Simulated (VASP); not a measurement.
Write the native input for VASP 6.6.1 that does the following.

| Quantity | Value |
| --- | --- |
| Task | single point |
| Functional | PBE |
| Potentials or basis | VASP PAW PBE potentials, release 64 (Au) |
| Cutoff | 520 eV |
| k mesh | 11 × 11 × 6 |
| Occupations | fermi-dirac, width 0.05 eV |
| Spin | no spin polarisation |
| Dipole correction | no |
| Further INCAR settings | ALGO = Normal; EDIFF = 1e-06; NBANDS = 18 |

The structure of Au lies in POSCAR:

```
Au
1.0
    2.8608060062      0.0000000000      0.0000000000
   -1.4304030031      2.4775306767      0.0000000000
    0.0000000000      0.0000000000      4.8140459691
Au
2
Direct
    0.6666666667      0.3333333333      0.2500000000
    0.3333333333      0.6666666667      0.7500000000
```

These files were run (other wordings do the same):

INCAR

```
SYSTEM = Au
  PREC = Accurate
  ENCUT = 520
  EDIFF = 1E-6
  ISMEAR = -1
  SIGMA = 0.05
  LREAL = .FALSE.
  LASPH = .TRUE.
  NELM = 100
  ALGO = Normal
  ISIF = 2
  LWAVE = .FALSE.
  LCHARG = .FALSE.
  GGA = PE
  NBANDS = 18
```

KPOINTS

```
Automatic mesh
0
G
  11 11 6
  0 0 0
```

Potentials or basis: VASP PAW PBE potentials, release 64 (Au).

Run with:

```console
$ cat potpaw_PBE.64/Au/POTCAR > POTCAR
$ mpirun -np 1 vasp_std > vasp.out
```

It gave:

```yaml
Pressure: 8.4 GPa
Band_gap_on_the_k_mesh: zero (band 11 reaches 13.22 eV, above the bottom of band 12 at 6.79 eV)
```

Caveat: spin-orbit coupling is left out, which moves the levels of the heavy elements.

Run time: 27 s on 1 thread of Intel(R) Xeon(R) Platinum 8259CL CPU @ 2.50GHz (Skylake/Cascade Lake), with other jobs on the host, peak memory 0.17 GiB.
